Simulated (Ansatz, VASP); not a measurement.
# One calculation of Zr, two programs

INCAR

```
  PREC = Accurate
  ENCUT = 520
  EDIFF = 1E-6
  ISMEAR = -1
  SIGMA = 0.05
  LREAL = False
  LASPH = True
  NELM = 100
  ALGO = Normal
  ISIF = 2
  LWAVE = False
  LCHARG = False
  GGA = PE
  NBANDS = 12
```

Contents of KPOINTS:

```
regular mesh
0
Gamma
  16 16 16
```

The input POSCAR:

```
Zr
1.0
   -1.7874363924      1.7874363924      1.7874363924
    1.7874363924     -1.7874363924      1.7874363924
    1.7874363924      1.7874363924     -1.7874363924
Zr
1
Direct
    0.0000000000      0.0000000000      0.0000000000
```

Input for Ansatz:

```yaml
crystal:
  lattice:
    - [-1.7874363924, 1.7874363924, 1.7874363924]
    - [1.7874363924, -1.7874363924, 1.7874363924]
    - [1.7874363924, 1.7874363924, -1.7874363924]
  atoms:
    - { symbol: Zr, position: [0.0, 0.0, 0.0] }
kpoints:
  mp_grid: { grid: [16, 16, 16] }
scf:
  occupations: { method: fermi_dirac, width: 0.05 }
hamiltonian:
  xc: pbe
  pseudopotentials: { kind: all_electron, lapw: { basis_error: 0.00025 } }
output:
  forces: true
  stress: true
  eigenvalues: true
basis:
  ecutwfc: 260
```

Alike in both runs: task single point; functional PBE; k mesh 16 × 16 × 16; occupations fermi-dirac, width 0.05 eV; no spin polarisation.

|  | VASP | Ansatz |
| --- | --- | --- |
| version | VASP 6.6.1 | Ansatz 0.2.0 |
| potentials or method | VASP PAW PBE potentials, release 64 (Zr_sv), cutoff 520 eV | all-electron LAPW, scalar-relativistic |

```csv
,VASP,Ansatz,Ansatz less VASP
pressure (GPa),0.0,0.0,-0.01
```

Ansatz ran all-electron here, and VASP with PAW potentials.
